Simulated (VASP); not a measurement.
# Si in VASP: single point with PBE+D3(BJ)

Aim: the single point of Si with PBE+D3(BJ).

All numbers are computed with VASP 6.6.1; they aren't measurements. Logs are shortened: lines on timing, memory, paths and dates and some standing lists are left out, and cuts for length are marked.

## Step 1: The cell of the first run

The cell holds a slab with vacuum, 4 atoms: a = 3.847 Å, b = 3.847 Å, c = 34.489 Å, α = 90.00°, β = 90.00°, γ = 120.00°.

## Step 2: Single point, PBE+D3(BJ)

Contents of INCAR:

```
ALGO = Normal
DIPOL = 0.5 0.5 0.500
EDIFF = 1E-6
ENCUT = 520
GGA = PE
IDIPOL = 3
ISIF = 2
ISMEAR = 0
IVDW = 12
LASPH = T
LCHARG = T
LDIPOL = T
LELF = T
LREAL = F
LVACPOTAV = T
LVHAR = T
LWAVE = F
NBANDS = 16
NELM = 60
PREC = Accurate
SIGMA = 0.1
```

Contents of KPOINTS:

```
k-points
0
Gamma
  15 15 1
```

Contents of POSCAR:

```
Si
1.0
    3.8472023568      0.0000000000      0.0000000000
   -1.9236011784      3.3317749745      0.0000000000
    0.0000000000      0.0000000000     34.4893942845
Si
4
Direct
    0.3333333334      0.6666666667      0.4609336173
    0.6646788179      0.3293576358      0.4430789591
    0.8333333333      0.6666666667      0.5569286894
    0.1677899019      0.3355798038      0.5390587342
```

Potentials or basis: VASP PAW PBE potentials, release 64 (Si).

On the command line:

```sh
> cat potpaw_PBE.64/Si/POTCAR > POTCAR
> mpirun -np 1 vasp_std > vasp.out
```

OUTCAR:

```text
EDIFF = 1E-6
   ENCUT = 520
   GGA = PE
   ISIF = 2
   ISMEAR = 0
   IVDW = 12
   LASPH = T
   LREAL = F
   NELM = 60
   PREC = Accurate
 IVDW          = 12

 ion  position               nearest neighbor table
   1  0.333  0.667  0.461-   2 2.29   2 2.31   2 2.31   4 2.91
   2  0.665  0.329  0.443-   1 2.29   1 2.31   1 2.31
   3  0.833  0.667  0.557-   4 2.30   4 2.30   4 2.31
   4  0.168  0.336  0.539-   3 2.30   3 2.30   3 2.31   1 2.91

  LATTYP: Found a hexagonal cell.
 ALAT       =     3.8472023568
 C/A-ratio  =     8.9647985954

  Lattice vectors:

 A1 = (   3.8472023568,   0.0000000000,   0.0000000000)
 A2 = (  -1.9236011784,   3.3317749745,   0.0000000000)
 A3 = (   0.0000000000,   0.0000000000,  34.4893942845)

Analysis of symmetry for initial positions (statically):
=====================================================================
 Subroutine PRICEL returns:
 Original cell was already a primitive cell.

 Routine SETGRP: Setting up the symmetry group for a
 hexagonal supercell.

 Subroutine GETGRP returns: Found  2 space group operations
 (whereof  2 operations were pure point group operations)
 out of a pool of 24 trial point group operations.

The static configuration has the point symmetry C_1h.

Analysis of symmetry for dynamics (positions and initial velocities):
=====================================================================
 Subroutine PRICEL returns:
 Original cell was already a primitive cell.

 Routine SETGRP: Setting up the symmetry group for a
 hexagonal supercell.

 Subroutine GETGRP returns: Found  2 space group operations
 (whereof  2 operations were pure point group operations)
 out of a pool of 24 trial point group operations.

The dynamic configuration has the point symmetry C_1h.

 Subroutine INISYM returns: Found  2 space group operations
 (whereof  2 operations are pure point group operations),
 and found     1 'primitive' translations

----------------------------------------------------------------------------------------

                                     Primitive cell

  volume of cell :     442.0855

  direct lattice vectors                    reciprocal lattice vectors
     3.847202357  0.000000000  0.000000000     0.259929140  0.150070159  0.000000000
    -1.923601178  3.331774975  0.000000000     0.000000000  0.300140318  0.000000000
     0.000000000  0.000000000 34.489394285     0.000000000  0.000000000  0.028994420

  length of vectors
     3.847202357  3.847202357 34.489394285     0.300140318  0.300140318  0.028994420

  position of ions in fractional coordinates (direct lattice)
     0.333333333  0.666666667  0.460933617
[... 95 lines left out ...]
   EMIN   =  10.00;   EMAX   =-10.00  energy-range for DOS
   EFERMI =   0.00;   METHOD = LEGACY
   ISMEAR =     0;   SIGMA  =   0.10  broadening in eV -4-tet -1-fermi 0-gaus
   EFERMI_NEDOS =   21; number of points for ismear=-14 and -15
   IALGO  =     38    algorithm
   IMIX   =      4    mixing-type and parameters
     AMIX     =   0.40;   BMIX     =  1.00
     AMIX_MAG =   1.60;   BMIX_MAG =  1.00
  volume/ion in A,a.u.               =     110.52       745.84
  Fermi-wavevector in a.u.,A,eV,Ry     =   0.541518  1.023320  3.989793  0.293242
  Thomas-Fermi vector in A             =   1.569135
   LORBIT       =      0    0 simple, 1 ext, 2 COOP (PROOUT), +10 PAW based schemes
   GGA     = PE    functional components
   LHFCALC =     F    Hartree Fock is set to
   AEXX    =    0.0000 exact exchange contribution
   IVDW    =    12    specifies the selected vdW correction
   LEPSILON=     F    determine dielectric tensor
   LRPA    =     F    only Hartree local field effects (RPA)
 non-spin polarized calculation
 Gauss-broadening in eV      SIGMA  =   0.10
  energy-cutoff  :      520.00
  volume of cell :      442.09
 maximum number of plane-waves:     11969
 NGX is ok and might be reduce to    30
   NGX = 15   NGY = 15   NGZ =129

 dipolmoment           0.000000      0.000000      0.005607 electrons x Angstroem

 number of electron      16.0000001 magnetization

 dipolmoment           0.000000      0.000000     -0.001028 electrons x Angstroem

 Free energy of the ion-electron system (eV)
  ---------------------------------------------------
  ext. energy  EPLUGINS =         0.00000000
  ---------------------------------------------------
  free energy    TOTEN  =       -19.37759724 eV

  energy without entropy =      -19.37306409  energy(sigma->0) =      -19.37533067

 E-fermi :  -2.7372     XC(G=0):  -2.1905

 val. band max:       -2.7631805314   @ k =  -0.2667  -0.4000   0.0000
 cond. band min:      -2.7262073291   @ k =  -0.2000  -0.4667   0.0000
 fundamental gap:      0.0369732023
 Fermi energy:        -2.7371944970

 k-point     1 :       0.0000    0.0000    0.0000
  band No.  band energies     occupation
      1     -14.1577      2.00000
      2     -13.3739      2.00000
      3      -7.3753      2.00000
      4      -4.6160      2.00000
      5      -3.9527      2.00000
      6      -3.8091      2.00000
[... 433 lines left out ...]
      3      -8.2336      2.00000
      4      -7.5637      2.00000
      5      -6.0261      2.00000
      6      -5.1431      2.00000
[... 8 lines left out ...]
     15       2.6361      0.00000
     16       3.0208      0.00000

 [... further k-points ...]

------------------------ aborting loop because EDIFF is reached ----------------------------------------

 vacuum level on the upper side and lower side of the slab       (xc-potential included)        -0.111        -0.102

 Edisp (eV)   -1.10742

 E8    (eV) :    -0.4814

  FORCE on cell =-STRESS in cart. coord.  units (eV):
  Direction    XX          YY          ZZ          XY          YZ          ZX
  --------------------------------------------------------------------------------------
  -------------------------------------------------------------------------------------
  Total       0.02932    -0.94584    -0.02769     0.00000     0.86496     0.00000
  in kB       0.10626    -3.42786    -0.10037     0.00000     3.13472     0.00000
  external pressure =       -1.14 kB  Pullay stress =        0.00 kB

 VOLUME and BASIS-vectors are now :
 -----------------------------------------------------------------------------
  energy-cutoff  :      520.00
  volume of cell :      442.09
      direct lattice vectors                 reciprocal lattice vectors
     3.847202357  0.000000000  0.000000000     0.259929140  0.150070159  0.000000000
    -1.923601178  3.331774975  0.000000000     0.000000000  0.300140318  0.000000000
     0.000000000  0.000000000 34.489394285     0.000000000  0.000000000  0.028994420

 POSITION                                       TOTAL-FORCE (eV/Angst)
 -----------------------------------------------------------------------------------
      0.00000      2.22118     15.89732         0.000000     -0.261016     -0.006683
      1.92360      1.09735     15.28152         0.000000     -0.000598      0.009397
      1.92360      2.22118     19.20813        -0.000000      0.259157     -0.009647
      0.00000      1.11808     18.59181         0.000000      0.002457      0.006933
 -----------------------------------------------------------------------------------
    total drift:                               -0.000000     -0.000006      0.000017

  FREE ENERGIE OF THE ION-ELECTRON SYSTEM (eV)
  ---------------------------------------------------
  free  energy   TOTEN  =       -20.4850210592 eV

  energy  without entropy=      -20.4804879086  energy(sigma->0) =      -20.48275448

 vacuum level on the upper side and lower side of the slab         1.934         1.948
```

OSZICAR:

```text
N       E                     dE             d eps       ncg     rms          rms(c)
DAV:   1     0.836175164257E+02    0.83618E+02   -0.41497E+03  2048   0.643E+02
DAV:   2    -0.116861258127E+02   -0.95304E+02   -0.88498E+02  3304   0.114E+02
DAV:   3    -0.196538681001E+02   -0.79677E+01   -0.78461E+01  2944   0.357E+01
[... 15 lines left out ...]
DAV:  19    -0.193775727964E+02   -0.16529E-04   -0.26707E-07  2552   0.194E-03    0.113E-03
DAV:  20    -0.193775902917E+02   -0.17495E-04   -0.63629E-07  2560   0.218E-03    0.752E-04
DAV:  21    -0.193775930895E+02   -0.27978E-05   -0.39901E-08  2464   0.763E-04    0.487E-04
DAV:  22    -0.193775964763E+02   -0.33868E-05   -0.10288E-07  2016   0.797E-04    0.290E-04
DAV:  23    -0.193775972426E+02   -0.76628E-06   -0.21106E-08  2336   0.376E-04
   1 F= -.20485021E+02 E0= -.20482754E+02  d E =-.453315E-02
```

Wall time 19 min (1 thread of Intel Xeon 8259CL, shared host); peak memory 0.75 GiB.

What came out:

* Free energy: -20.4850 eV
* Largest force: 0.261 eV/Å
* Band gap on the k mesh: zero (bands 8 and 9 overlap by 0.09 eV)
* Dispersion energy per atom: -0.277 eV
* Work function of the upper face: 4.67 eV
* Work function of the lower face: 4.69 eV

Forces in eV/Å, atoms in the order of the input:
```
Si   0.000 -0.261 -0.007
Si   0.000 -0.001  0.009
Si   0.000  0.259 -0.010
Si   0.000  0.002  0.007
```

Levels at points of the mesh, in eV from the Fermi level:
```csv
k point,band 6,band 7,band 8,band 9,band 10,band 11
"(0.00, 0.00, 0.00)",-1.07,-0.89,-0.72,1.64,2.11,2.13
```

The gap in the log of VASP goes by the Fermi energy; the results here count the filled bands.